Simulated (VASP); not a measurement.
Crystal: Rh.

```
Rh
1.0
     0.00000    1.79246    1.79246
     1.79246    0.00000    1.79246
     1.79246    1.79246    0.00000
Rh
1
Direct
  0.00000 0.00000 0.00000
```

Base run:

```yaml
Program: VASP 6.6.1
Functional: PBE
Potentials_or_basis: VASP PAW PBE potentials, release 64 (Rh_pv)
Cutoff: 520 eV
k_mesh: 22 × 22 × 22
Occupations: gaussian, width 0.15 eV
Spin: collinear spin, ferromagnetic start
Starting_moments: "[0.25] μB"
Fixed_moment: 0.25 μB
```

Its results: pressure 85.5 GPa; site moments Rh +0.25 μB.

Q: After a change of settings the same cell gave: pressure 89.5 GPa; site moments Rh +0.61 μB. Which change was it?
A. fixed moment from 0.25 μB to 0.875 μB; moments at the start from [0.25] to [0.88]
B. fixed moment from 0.25 μB to 0.5 μB; moments at the start from [0.25] to [0.5]
C. fixed moment from 0.25 μB to 0.625 μB; moments at the start from [0.25] to [0.62]
D. fixed moment from 0.25 μB to 0.375 μB; moments at the start from [0.25] to [0.38]

A: C.

Caveats: the cell stands under pressure; the total moment is fixed, so each spin has its own Fermi level.
